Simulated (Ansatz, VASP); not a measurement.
# One calculation of LiH, two programs

File POSCAR:

```
LiH
1.0
    0.0000000000      2.0029948923      2.0029948923
    2.0853179824      0.0000000000      2.0029948923
    2.0853179824      2.0029948923      0.0000000000
Li H
1 1
Direct
    0.0000000000      0.0000000000      0.0000000000
    0.5000000000      0.5000000000      0.5000000000
```

The input INCAR.step1:

```
PREC = Accurate
ENCUT = 520
ISMEAR = 0
SIGMA = 0.01
LREAL = F
LASPH = T
NELM = 80
NBANDS = 9
GGA = PE
ALGO = Normal
EDIFF = 1E-4
LWAVE = T
LCHARG = F
```

The input INCAR.step2:

```
PREC = Accurate
ENCUT = 520
EDIFF = 1E-7
ISMEAR = 0
SIGMA = 0.01
LREAL = F
LASPH = T
NELM = 80
ALGO = Normal
ISIF = 2
LWAVE = F
LCHARG = T
METAGGA = R2SCAN
LMIXTAU = T
LELF = T
LVHAR = T
NBANDS = 9
ISTART = 1
```

KPOINTS

```
Automatic mesh
0
Gamma
  10 10 10
```

Input for Ansatz:

```yaml
crystal:
  lattice:
    - [0.0, 2.0029948923, 2.0029948923]
    - [2.0853179824, 0.0, 2.0029948923]
    - [2.0853179824, 2.0029948923, 0.0]
  atoms:
    - { symbol: Li, position: [0.0, 0.0, 0.0] }
    - { symbol: H, position: [0.5, 0.5, 0.5] }
kpoints:
  mp_grid: { grid: [10, 10, 10] }
  band_path:
    path:
      - [0.0, 0.0, 0.0]
      - [0.5, 0.0, 0.5]
      - [0.625, 0.25, 0.625]
      - [0.375, 0.375, 0.75]
      - [0.5, 0.5, 0.5]
      - [0.5, 0.25, 0.75]
      - [0.0, 0.5, 0.5]
    npoints: 1
hamiltonian:
  xc: r2scan
scf:
  occupations: { method: fixed }
  n_extra_bands: 4
output:
  forces: true
  stress: true
  eigenvalues: true
```

Change from the starting cell: uniaxial_x strain +4.1%.

Alike in both runs: task single point; functional r2SCAN; k mesh 10 × 10 × 10; no spin polarisation.

|  | VASP | Ansatz |
| --- | --- | --- |
| version | VASP 6.6.1 | Ansatz 0.2.0 |
| potentials or method | VASP PAW PBE potentials, release 64 (Li_sv, H) | plane waves, PAW |
| plane-wave cutoff (eV) | 520 | 500 |
| occupations | gaussian, width 0.01 eV | fixed |
| valence electrons in the cell | 4 | 4 |

Ansatz gave:

- gap on the k mesh at the Fermi level (eV): 3.20

What did VASP give for the same quantities?

gap on the k mesh at the Fermi level (eV): 3.15.

VASP's potentials were made for PBE, not for r2SCAN.

Noted on VASP's run: the cutoff is short for stress, so the pressure is rough.
